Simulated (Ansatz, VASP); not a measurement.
**One calculation of Pb3W, two programs**

The input INCAR:

```
PREC = Accurate
ENCUT = 600
EDIFF = 1E-6
ISMEAR = 0
SIGMA = 0.1
LREAL = False
LASPH = True
NELM = 80
ALGO = Fast
ISIF = 3
LWAVE = False
LCHARG = False
GGA = PE
IBRION = 2
NSW = 90
EDIFFG = -0.04
```

The input KPOINTS:

```
regular mesh
0
Gamma
  3 3 4
```

The input POSCAR:

```
Pb3W
1.0
    6.8172386421      0.0000000000      0.0000000000
   -3.4086193211      5.9039018477      0.0000000000
    0.0000000000      0.0000000000      5.4718858578
Pb W
6 2
Direct
    0.8330000000      0.6660000000      0.2500000000
    0.1670000000      0.8330000000      0.7500000000
    0.3340000000      0.1670000000      0.2500000000
    0.1670000000      0.3340000000      0.7500000000
    0.8330000000      0.1670000000      0.2500000000
    0.6660000000      0.8330000000      0.7500000000
    0.3333333333      0.6666666667      0.2500000000
    0.6666666667      0.3333333333      0.7500000000
```

Input for Ansatz:

```yaml
crystal:
  lattice:
    - [6.8172386421, 0.0, 0.0]
    - [-3.4086193211, 5.9039018477, 0.0]
    - [0.0, 0.0, 5.4718858578]
  atoms:
    - { symbol: Pb, position: [0.833, 0.666, 0.25] }
    - { symbol: Pb, position: [0.167, 0.833, 0.75] }
    - { symbol: Pb, position: [0.334, 0.167, 0.25] }
    - { symbol: Pb, position: [0.167, 0.334, 0.75] }
    - { symbol: Pb, position: [0.833, 0.167, 0.25] }
    - { symbol: Pb, position: [0.666, 0.833, 0.75] }
    - { symbol: W, position: [0.3333333333, 0.6666666667, 0.25] }
    - { symbol: W, position: [0.6666666667, 0.3333333333, 0.75] }
basis:
  ecutwfc: 420
kpoints:
  mp_grid: { grid: [3, 3, 4] }
hamiltonian:
  xc: pbe
scf:
  occupations: { method: gaussian, width: 0.1 }
  lower_state_search: "off"
output:
  forces: true
  stress: true
  eigenvalues: true
relax:
  adjacent_minimum: "off"
  f_tol: 0.04
  max_steps: 70
  cell: { stress_tol: 0.4 }
```

Alike in both runs: task relaxation of cell and atoms; functional PBE; k mesh 3 × 3 × 4; occupations gaussian, width 0.1 eV; no spin polarisation.

|  | VASP | Ansatz |
| --- | --- | --- |
| version | VASP 6.6.1 | Ansatz 0.2.0 |
| potentials or method | VASP PAW PBE potentials, release 64 (Pb_d, W_sv), cutoff 600 eV | scalar-relativistic, plane waves, PAW |
| valence electrons in the cell | 112 | 112 |

Ansatz gave:

| Property | Result |
| --- | --- |
| gap on the k mesh at the Fermi level, each at its own relaxed structure (eV) | none |
| relaxed volume (Å³/atom) | 25.78 |
| relaxed length of the cell vector where the two differ most in proportion (Å) | 5.272 |

Question: Which values does VASP return?

Answer: gap on the k mesh at the Fermi level, each at its own relaxed structure (eV): none; relaxed volume (Å³/atom): 25.82; relaxed length of the cell vector where the two differ most in proportion (Å): 5.263.

A gap of «none» marks a metal or a gap that the smearing closes.

Neither program's run includes spin-orbit coupling.
